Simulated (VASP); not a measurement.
# Os (Fmmm) in VASP: single point with PBE

Aim: the single point of Os with PBE.

Everything below comes from runs of VASP 6.6.1. Logs are shortened: lines on timing, memory, paths and dates and some standing lists are left out, and cuts for length are marked.

### Step 1. The cell of the first run

The structure is orthorhombic, space group Fmmm (No. 69). Conventional cell: a = 4.863 Å, b = 5.443 Å, c = 8.391 Å, α = 90.00°, β = 90.00°, γ = 90.00°. Within 3.2 Å of Os (site symmetry 2/m) lie 6 Os at 2.43 to 2.72 Å. Within 3.3 Å of Os (site symmetry mmm) lie 4 Os at 2.50 Å.

The cell was generated, and may not be a known phase.

### Step 2. Single point, PBE

Contents of INCAR:

```
ALGO = Normal
EDIFF = 1E-6
ENCUT = 560
GGA = PE
GGA_COMPAT = F
ISIF = 2
ISMEAR = 0
LASPH = T
LCHARG = F
LREAL = F
LWAVE = F
NBANDS = 31
NELM = 120
PREC = Accurate
SIGMA = 0.1
```

Contents of KPOINTS:

```
k-points
0
Gamma
  6 6 6
```

Contents of POSCAR:

```
Os
1.0
    0.0000000000      4.1956117193      2.4313298196
    2.7216592699      0.0000000000      2.4313298196
    2.7216592699      4.1956117193      0.0000000000
Os
3
Direct
    0.0000000000      0.0000000000      0.5000000000
    0.5000000000      0.5000000000      0.0000000000
    0.5000000000      0.5000000000      0.5000000000
```

Potentials or basis: VASP PAW PBE potentials, release 64 (Os_sv_GW).

Started as:

```
cat potpaw_PBE.64/Os_sv_GW/POTCAR > POTCAR
mpirun -np 1 vasp_std > vasp.out
```

OUTCAR:

```text
EDIFF = 1E-6
   ENCUT = 560
   GGA = PE
   ISIF = 2
   ISMEAR = 0
   LASPH = T
   LREAL = F
   NELM = 120
   PREC = Accurate

 ion  position               nearest neighbor table
   1  0.000  0.000  0.500-   2 2.43   2 2.43   3 2.50   3 2.50   2 2.72   2 2.72
   2  0.500  0.500  0.000-   1 2.43   1 2.43   3 2.50   3 2.50   1 2.72   1 2.72
   3  0.500  0.500  0.500-   2 2.50   2 2.50   1 2.50   1 2.50

  LATTYP: Found a face centered orthorhombic cell.
 ALAT       =     4.8626596392
 B/A-ratio  =     1.1194117918
 C/A-ratio  =     1.7256448243

  Lattice vectors:

 A1 = (   2.7216592699,   4.1956117193,   0.0000000000)
 A2 = (   0.0000000000,   4.1956117193,   2.4313298196)
 A3 = (   2.7216592699,   0.0000000000,   2.4313298196)

Analysis of symmetry for initial positions (statically):
=====================================================================
 Subroutine PRICEL returns:
 Original cell was already a primitive cell.

 Routine SETGRP: Setting up the symmetry group for a
 face centered orthorhombic supercell.

 Subroutine GETGRP returns: Found  8 space group operations
 (whereof  8 operations were pure point group operations)
 out of a pool of  8 trial point group operations.

The static configuration has the point symmetry D_2h.

Analysis of symmetry for dynamics (positions and initial velocities):
=====================================================================
 Subroutine PRICEL returns:
 Original cell was already a primitive cell.

 Routine SETGRP: Setting up the symmetry group for a
 face centered orthorhombic supercell.

 Subroutine GETGRP returns: Found  8 space group operations
 (whereof  8 operations were pure point group operations)
 out of a pool of  8 trial point group operations.

The dynamic configuration has the point symmetry D_2h.

 Subroutine INISYM returns: Found  8 space group operations
 (whereof  8 operations are pure point group operations),
 and found     1 'primitive' translations

----------------------------------------------------------------------------------------

                                     Primitive cell

  volume of cell :      55.5268

  direct lattice vectors                    reciprocal lattice vectors
     0.000000000  4.195611719  2.431329820    -0.183711461  0.119172134  0.205648775
     2.721659270  0.000000000  2.431329820     0.183711461 -0.119172134  0.205648775
     2.721659270  4.195611719  0.000000000     0.183711461  0.119172134 -0.205648775

  length of vectors
     4.849177496  3.649492276  5.001058576     0.300405255  0.300405255  0.300405255

  position of ions in fractional coordinates (direct lattice)
     0.000000000  0.000000000  0.500000000
     0.500000000  0.500000000  0.000000000
     0.500000000  0.500000000  0.500000000

  ion indices of the primitive-cell ions
   primitive index   ion index
                 1           1
                 2           2
                 3           3

----------------------------------------------------------------------------------------

 KPOINTS: k-points

Automatic generation of k-mesh.
 Grid dimensions read from file:
 generate k-points for:    6    6    6

 Generating k-lattice:

  Cartesian coordinates                     Fractional coordinates (reciprocal lattice)
    -0.030618577  0.019862022  0.034274796     0.166666667 -0.000000000 -0.000000000
     0.030618577 -0.019862022  0.034274796    -0.000000000  0.166666667  0.000000000
     0.030618577  0.019862022 -0.034274796     0.000000000  0.000000000  0.166666667

  Length of vectors
     0.050067542  0.050067542  0.050067542

  Shift w.r.t. Gamma in fractional coordinates (k-lattice)
     0.000000000  0.000000000  0.000000000

 Subroutine IBZKPT returns following result:
 ===========================================

 Found     46 irreducible k-points:

 Following reciprocal coordinates:
            Coordinates               Weight
  0.000000  0.000000  0.000000      1.000000
  0.166667  0.000000  0.000000      8.000000
  0.333333  0.000000  0.000000      8.000000
  0.500000  0.000000  0.000000      4.000000
  0.166667  0.166667  0.000000      2.000000
  0.333333  0.166667  0.000000      8.000000
[... 16 lines left out ...]
 -0.166667  0.166667  0.166667      8.000000
  0.500000  0.333333  0.166667      4.000000
 [... further k-points ...]
   k-points           NKPTS =     46   k-points in BZ     NKDIM =     46   number of bands    NBANDS=     31
   number of dos      NEDOS =    301   number of ions     NIONS =      3
   total plane-waves  NPLWV =  44800
   dimension x,y,z NGX =    40 NGY =   28 NGZ =   40
   dimension x,y,z NGXF=    80 NGYF=   56 NGZF=   80
   ions per type =               3
   NGX,Y,Z   is equivalent  to a cutoff of  13.71, 12.75, 13.30 a.u.
   NGXF,Y,Z  is equivalent  to a cutoff of  27.43, 25.51, 26.59 a.u.
 SYSTEM =  unknown system
   PREC   = accura    normal or accurate (medium, high low for compatibility)
   ISTART =      0    job   : 0-new  1-cont  2-samecut
   ICHARG =      2    charge: 1-file 2-atom 10-const
   ISPIN  =      1    spin polarized calculation?
   LNONCOLLINEAR =      F non collinear calculations
   LSORBIT =      F    spin-orbit coupling
   LASPH  =      T    aspherical Exc in radial PAW
   ENCUT  =  560.0 eV  41.16 Ry    6.42 a.u.   9.36  7.04  9.65*2*pi/ulx,y,z
   NELM   =    120;   NELMIN=  2; NELMDL= -5     # of ELM steps
   EDIFF  = 0.1E-05   stopping-criterion for ELM
   LREAL  =      F    real-space projection
   EDIFFG = 0.1E-04   stopping-criterion for IOM
   NSW    =      0    number of steps for IOM
   IBRION =     -1    ionic relax: 0-MD 1-quasi-New 2-CG
   NFREE  =      0    steps in history (QN), initial steepest desc. (CG)
   ISIF   =      2    stress and relaxation
   ISYM   =      2    0-nonsym 1-usesym 2-fastsym
   POTIM  = 0.5000    time-step for ionic-motion
   TEBEG  =    0.0;   TEEND  =   0.0 temperature during run
   PSTRESS=    0.0 pullay stress
   NELECT =      48.0000    total number of electrons
   NUPDOWN=      -1.0000    fix difference up-down
   EMIN   =  10.00;   EMAX   =-10.00  energy-range for DOS
   EFERMI =   0.00;   METHOD = LEGACY
   ISMEAR =     0;   SIGMA  =   0.10  broadening in eV -4-tet -1-fermi 0-gaus
   EFERMI_NEDOS =   21; number of points for ismear=-14 and -15
   IALGO  =     38    algorithm
   IMIX   =      4    mixing-type and parameters
     AMIX     =   0.40;   BMIX     =  1.00
     AMIX_MAG =   1.60;   BMIX_MAG =  1.00
  volume/ion in A,a.u.               =      18.51       124.90
  Fermi-wavevector in a.u.,A,eV,Ry     =   1.559508  2.947043 33.090256  2.432065
  Thomas-Fermi vector in A             =   2.662856
   LORBIT       =      0    0 simple, 1 ext, 2 COOP (PROOUT), +10 PAW based schemes
   GGA     = PE    functional components
   LHFCALC =     F    Hartree Fock is set to
   AEXX    =    0.0000 exact exchange contribution
   IVDW    =     0    specifies the selected vdW correction
   LEPSILON=     F    determine dielectric tensor
   LRPA    =     F    only Hartree local field effects (RPA)
 non-spin polarized calculation
 Gauss-broadening in eV      SIGMA  =   0.10
  energy-cutoff  :      560.00
  volume of cell :       55.53
 maximum number of plane-waves:      1698
 NGX is ok and might be reduce to    40
   NGX = 19   NGY = 15   NGZ = 19

 number of electron      48.0000002 magnetization

 Free energy of the ion-electron system (eV)
  ---------------------------------------------------
  ext. energy  EPLUGINS =         0.00000000
  ---------------------------------------------------
  free energy    TOTEN  =       -31.10893957 eV

  energy without entropy =      -31.08356549  energy(sigma->0) =      -31.09625253

 E-fermi :   9.2213     XC(G=0): -12.6078

 val. band max:        9.2066204856   @ k =  -0.1667   0.3333   0.5000
 cond. band min:       9.2270167652   @ k =   0.3333   0.0000   0.1667
 fundamental gap:      0.0203962797
 Fermi energy:         9.2212857739

 k-point     1 :       0.0000    0.0000    0.0000
  band No.  band energies     occupation
      1     -77.2704      2.00000
      2     -77.0985      2.00000
      3     -76.9348      2.00000
      4     -37.4300      2.00000
      5     -37.4202      2.00000
      6     -36.8653      2.00000
[... 23 lines left out ...]
     30      16.0010      0.00000
     31      16.0973      0.00000

 k-point     2 :       0.1667    0.0000    0.0000
  band No.  band energies     occupation
      1     -77.2586      2.00000
      2     -77.1096      2.00000
      3     -76.9364      2.00000
      4     -37.3793      2.00000
      5     -37.3321      2.00000
      6     -36.8506      2.00000
[... 23 lines left out ...]
     30      14.6436      0.00000
     31      16.6094      0.00000

 k-point     3 :       0.3333    0.0000    0.0000
  band No.  band energies     occupation
      1     -77.2262      2.00000
      2     -77.1395      2.00000
      3     -76.9385      2.00000
      4     -37.2696      2.00000
      5     -37.0844      2.00000
      6     -36.7876      2.00000
[... 23 lines left out ...]
     30      14.0549      0.00000
     31      16.9023      0.00000

 k-point     4 :       0.5000    0.0000    0.0000
  band No.  band energies     occupation
      1     -77.1865      2.00000
      2     -77.1778      2.00000
      3     -76.9393      2.00000
      4     -37.2129      2.00000
      5     -36.7378      2.00000
      6     -36.7324      2.00000
[... 23 lines left out ...]
     30      13.8055      0.00000
     31      17.0829      0.00000

 k-point     5 :       0.1667    0.1667    0.0000
  band No.  band energies     occupation
      1     -77.2397      2.00000
      2     -77.1308      2.00000
      3     -76.9339      2.00000
      4     -37.4287      2.00000
      5     -37.0685      2.00000
      6     -36.8853      2.00000
[... 23 lines left out ...]
     30      15.1438      0.00000
     31      15.7265      0.00000
[... 542 lines left out ...]
     30      12.9332      0.00000
     31      16.1582      0.00000

 k-point    22 :      -0.3333    0.1667    0.1667
  band No.  band energies     occupation
      1     -77.2055      2.00000
      2     -77.1571      2.00000
      3     -76.9416      2.00000
      4     -37.1544      2.00000
      5     -37.1147      2.00000
      6     -36.7379      2.00000
[... 23 lines left out ...]
     30      13.3864      0.00000
     31      16.8157      0.00000

 k-point    23 :      -0.1667    0.1667    0.1667
  band No.  band energies     occupation
      1     -77.2401      2.00000
      2     -77.1232      2.00000
      3     -76.9407      2.00000
      4     -37.3607      2.00000
      5     -37.1866      2.00000
      6     -36.8195      2.00000
[... 23 lines left out ...]
     30      14.4841      0.00000
     31      16.6638      0.00000

 k-point    24 :       0.5000    0.3333    0.1667
  band No.  band energies     occupation
      1     -77.1947      2.00000
      2     -77.1746      2.00000
      3     -76.9346      2.00000
      4     -37.3512      2.00000
      5     -37.1360      2.00000
      6     -36.8757      2.00000
[... 23 lines left out ...]
     30      13.7059      0.00000
     31      14.6763      0.00000

 [... further k-points ...]

------------------------ aborting loop because EDIFF is reached ----------------------------------------

  FORCE on cell =-STRESS in cart. coord.  units (eV):
  Direction    XX          YY          ZZ          XY          YZ          ZX
  --------------------------------------------------------------------------------------
  -------------------------------------------------------------------------------------
  Total       -0.3514706     -0.3174783     -0.2847290      0.0000000      0.0000000     -0.0000000
  in kB      -10.1413696     -9.1605529     -8.2156012      0.0000000      0.0000000     -0.0000000
  external PRESSURE =      -9.1725079 kB  Pullay stress =       0.0000000 kB

 VOLUME and BASIS-vectors are now :
 -----------------------------------------------------------------------------
  energy-cutoff  :      560.00
  volume of cell :       55.53
      direct lattice vectors                 reciprocal lattice vectors
     0.000000000  4.195611719  2.431329820    -0.183711461  0.119172134  0.205648775
     2.721659270  0.000000000  2.431329820     0.183711461 -0.119172134  0.205648775
     2.721659270  4.195611719  0.000000000     0.183711461  0.119172134 -0.205648775

 POSITION                                       TOTAL-FORCE (eV/Angst)
 -----------------------------------------------------------------------------------
      1.36083      2.09781      0.00000         0.000000     -0.000000      0.000000
      1.36083      2.09781      2.43133        -0.000000      0.000000     -0.000000
      2.72166      4.19561      2.43133        -0.000000      0.000000      0.000000
 -----------------------------------------------------------------------------------
    total drift:                               -0.000000      0.000000     -0.000000

  FREE ENERGIE OF THE ION-ELECTRON SYSTEM (eV)
  ---------------------------------------------------
  free  energy   TOTEN  =       -31.1089395718 eV

  energy  without entropy=      -31.0835654853  energy(sigma->0) =      -31.09625253
```

It took 84 s on 1 thread of AMD EPYC 9R45 (Zen 5), shared host; peak memory 0.21 GiB.

What came out:

- Free energy: -31.1089 eV
- Pressure: -0.9 GPa
- Band gap on the k mesh: zero (bands 24 and 25 overlap by 2.20 eV)

Caveat: spin-orbit coupling is left out, which moves the levels of the heavy elements.

The gap in the log of VASP goes by the Fermi energy; the results here count the filled bands.